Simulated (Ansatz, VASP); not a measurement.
## One calculation of Al2O3, two programs

```
CELL_PARAMETERS angstrom
2.37890 1.37346 4.33074
-2.37890 1.37346 4.33074
0.00000 -2.74691 4.33074
ATOMIC_POSITIONS crystal
Al 0.35184 0.35184 0.35184
Al 0.14816 0.14816 0.14816
Al 0.64816 0.64816 0.64816
Al 0.85184 0.85184 0.85184
O 0.55633 0.94367 0.25000
O 0.25000 0.55633 0.94367
O 0.94367 0.25000 0.55633
O 0.44367 0.05633 0.75000
O 0.75000 0.44367 0.05633
O 0.05633 0.75000 0.44367
```

Alike in both runs: functional r2SCAN; k mesh 6 × 6 × 6; occupations gaussian, width 0.02 eV; no spin polarisation.

Ansatz relaxed the structure, and its values are those at the end. VASP's run is a single point on that final structure, the one shown.

|  | VASP | Ansatz |
| --- | --- | --- |
| version | VASP 6.6.1 | Ansatz 0.2.0 |
| potentials or method | VASP PAW PBE potentials, release 64 (Al, O), cutoff 520 eV | scalar-relativistic, plane waves, PAW |
| valence electrons in the cell | 48 | 48 |

|  | VASP | Ansatz | Ansatz less VASP |
| --- | --- | --- | --- |
| gap on the k mesh at the Fermi level (eV) | 7.17 | 7.15 | -0.020 |
| least direct gap on the mesh (eV) | 7.17 | 7.15 | -0.020 |
| pressure (GPa) | -0.3 | 0.0 | +0.32 |

VASP's potentials were made for PBE, not for r2SCAN. With one functional, cell and mesh, what is left measures potentials, basis and numerics.
